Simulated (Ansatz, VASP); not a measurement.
Two plane-wave programs on KF

POSCAR

```
KF
1.0
   -0.0391876091      2.9354014298      2.9354014298
    2.9354014298     -0.0391876091      2.9354014298
    2.8962138207      2.8962138207      0.0000000000
K F
1 1
Direct
   -0.0029754569     -0.0029754569      0.0029754569
    0.2529754569      0.2529754569      0.2470245431
```

The input INCAR.step1:

```
  PREC = Accurate
  ENCUT = 520
  EDIFF = 1E-5
  ISMEAR = 0
  SIGMA = 0.01
  LREAL = False
  LASPH = True
  NELM = 100
  ALGO = Normal
  ISIF = 2
  LWAVE = True
  GGA = PE
  NBANDS = 15
```

INCAR.step2

```
  PREC = Accurate
  ENCUT = 520
  EDIFF = 1E-7
  ISMEAR = 0
  SIGMA = 0.01
  LREAL = False
  LASPH = True
  NELM = 100
  ALGO = Normal
  ISIF = 2
  LWAVE = False
  LCHARG = True
  GGA = PE
  LHFCALC = True
  HFSCREEN = 0.2079
  PRECFOCK = Normal
  LELF = True
  LVHAR = True
  ISTART = 1
  NBANDS = 15
```

KPOINTS

```
Automatic mesh
0
Gamma
  6 6 6
```

Input for Ansatz:

```yaml
crystal:
  lattice:
    - [-0.0391876091, 2.9354014298, 2.9354014298]
    - [2.9354014298, -0.0391876091, 2.9354014298]
    - [2.8962138207, 2.8962138207, 0.0]
  atoms:
    - { symbol: K, position: [-0.0029754569, -0.0029754569, 0.0029754569] }
    - { symbol: F, position: [0.2529754569, 0.2529754569, 0.2470245431] }
kpoints:
  mp_grid: { grid: [6, 6, 6] }
  band_path:
    path:
      - [0.0, 0.0, 0.0]
      - [-0.5, -0.5, 0.0]
      - [-0.375, -0.375, 0.25]
      - [-0.375, 0.0, 0.375]
      - [0.0, 0.0, 0.5]
      - [-0.5, -0.25, 0.25]
    npoints: 1
hamiltonian:
  xc: hse06
scf:
  occupations: { method: fixed }
  n_extra_bands: 4
output:
  forces: true
  stress: true
  eigenvalues: true
```

Change from the starting cell: shear_xy strain -2.7%.

Alike in both runs: task single point; functional HSE06; k mesh 6 × 6 × 6; no spin polarisation.

```csv
,VASP,Ansatz
version,VASP 6.6.1,Ansatz 0.2.0
potentials or method,"VASP PAW PBE potentials, release 64 (K_sv, F)","plane waves, PAW"
plane-wave cutoff (eV),520,420
occupations,"gaussian, width 0.01 eV",fixed
valence electrons in the cell,16,16
```

VASP gave:

- gap on the k mesh at the Fermi level (eV): 7.02
- pressure (GPa): 0.5
- traceless stress, the component that is largest in VASP (GPa): 0.18

What did Ansatz give for the same quantities?

gap on the k mesh at the Fermi level (eV): 7.03; pressure (GPa): 0.4; traceless stress, the component that is largest in VASP (GPa): 0.18.

Ansatz's warnings: stress exchange threshold loose, stress scf threshold loose.
